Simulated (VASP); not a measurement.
Wanted: the native input for a VASP 6.6.1 run.

- Task: single point
- Functional: PBE
- Potentials or basis: VASP PAW PBE potentials, release 64 (W_sv, C)
- Cutoff: 520 eV
- k mesh: 8 × 8 × 4
- Occupations: gaussian, width 0.2 eV
- Spin: no spin polarisation
- Dipole correction: no
- Further INCAR settings: ALGO = Normal; EDIFF = 1e-06; NBANDS = 26

The structure of WC lies in POSCAR:

```
WC
1.0
    0.0001408292     -0.0000983075      2.8431457134
    2.9218884779     -0.0002506454      0.0001235170
   -0.0004183806      5.0671015739     -0.0001145983
W C
2 2
Direct
    1.0000097231      0.4999913799      0.4999719143
    0.0000230970     -0.0000362439     -0.0000286931
    0.4999588874      0.5000634668      0.1666962459
    0.5000082925      0.9999813972      0.6666938662
```

The input as run:

INCAR

```
ALGO = Normal ; EDIFF = 1E-6
ENCUT = 520 ; GGA = PE
ISIF = 2 ; ISMEAR = 0
LASPH = T ; LCHARG = F
LREAL = F ; LWAVE = F
NBANDS = 26 ; NELM = 100
PREC = Accurate ; SIGMA = 0.2
```

KPOINTS

```
k-points
0
Gamma
  8 8 4
```

Potentials or basis: VASP PAW PBE potentials, release 64 (W_sv, C).

Command:

```sh
$ cat potpaw_PBE.64/W_sv/POTCAR potpaw_PBE.64/C/POTCAR > POTCAR
$ mpirun -np 1 vasp_std > vasp.out
```

It gave:

```json
{
  "Pressure": "1.1 GPa",
  "Largest force": "0.009 eV/Å",
  "Band gap on the k mesh": "zero (band 18 reaches 11.57 eV, above the bottom of band 19 at 10.69 eV)"
}
```

Caveat: spin-orbit coupling is left out, which moves the levels of the heavy elements.

It took 39 s on 1 thread of Intel(R) Xeon(R) 6975P-C (Granite Rapids), on a shared host, peak memory 0.24 GiB.
